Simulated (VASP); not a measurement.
Write the native input for VASP 6.6.1 that does the following.

* Task: single point
* Functional: RPBE
* Potentials or basis: VASP PAW PBE potentials, release 64 (Fe_sv)
* Cutoff: 690 eV
* k mesh: 15 × 15 × 15
* Occupations: fermi-dirac, width 0.1 eV
* Spin: no spin polarisation
* Dipole correction: no
* Further INCAR settings: ALGO = Normal; EDIFF = 1e-06; NBANDS = 14

The structure of Fe lies in POSCAR:

```
Fe
1.0
   -1.3911065625      1.3911065625      1.3911065625
    1.3911065625     -1.3911065625      1.3911065625
    1.3911065625      1.3911065625     -1.3911065625
Fe
1
Direct
    0.0000000000      0.0000000000      0.0000000000
```

The input as run:

INCAR

```
SYSTEM = Fe
PREC = Accurate
ENCUT = 690
EDIFF = 1E-6
ISMEAR = -1
SIGMA = 0.1
LREAL = .FALSE.
LASPH = .TRUE.
NELM = 120
ALGO = Normal
ISIF = 2
LWAVE = .FALSE.
LCHARG = .FALSE.
GGA = RP
NBANDS = 14
GGA_COMPAT = .FALSE.
```

KPOINTS

```
Automatic mesh
0
G
  15 15 15
  0 0 0
```

Potentials or basis: VASP PAW PBE potentials, release 64 (Fe_sv).

Command:

```bash
$ cat potpaw_PBE.64/Fe_sv/POTCAR > POTCAR
$ mpirun -np 1 vasp_std > vasp.out
```

It gave:

- Pressure: -1.7 GPa
- Band gap on the k mesh: zero (bands 8 and 9 overlap by 1.82 eV)

Caveat: the PAW data sets were made with another functional, which shifts forces and pressure a little; the run has no spin polarisation, though such a crystal can be magnetic.

It took 9.2 s on 1 thread of Intel(R) Xeon(R) 6975P-C (Granite Rapids), on a shared host, peak memory 0.15 GiB.
